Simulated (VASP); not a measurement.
CuI (zincblende type), 2 atoms in the cell. The structure is cubic, space group F-43m (No. 216). Conventional cell: a = 6.198 Å, b = 6.198 Å, c = 6.198 Å, α = 90.00°, β = 90.00°, γ = 90.00°. Cu (site symmetry -43m) has 4 I at 2.68 Å within 3.5 Å. I (site symmetry -43m) has 4 Cu at 2.68 Å within 3.5 Å. 

| Quantity | Value |
| --- | --- |
| Program | VASP 6.6.1 |
| Task | electric field gradients |
| Functional | PBE |
| Potentials or basis | VASP PAW PBE potentials, release 64 (Cu, I) |
| Cutoff | 520 eV |
| k mesh | 12 × 12 × 12 |
| Occupations | fermi-dirac, width 0.05 eV |
| Spin | no spin polarisation |
| Dipole correction | no |
| Further INCAR settings | ALGO = Normal; EDIFF = 1e-08; NBANDS = 16 |

Potentials or basis: VASP PAW PBE potentials, release 64 (Cu, I).

Launch:

```sh
$ cat potpaw_PBE.64/Cu/POTCAR potpaw_PBE.64/I/POTCAR > POTCAR
$ mpirun -np 1 vasp_std > vasp.out
```

Hardware: 1 thread of Intel Xeon 8259CL, with other jobs on the host.

**Question.** How long does it take, and how much memory?

**Answer.** Wall time 2.4 min on 1 thread of Intel Xeon 8259CL (shared host), peak memory 0.25 GiB. Counts: scf iterations 17, k points 72.
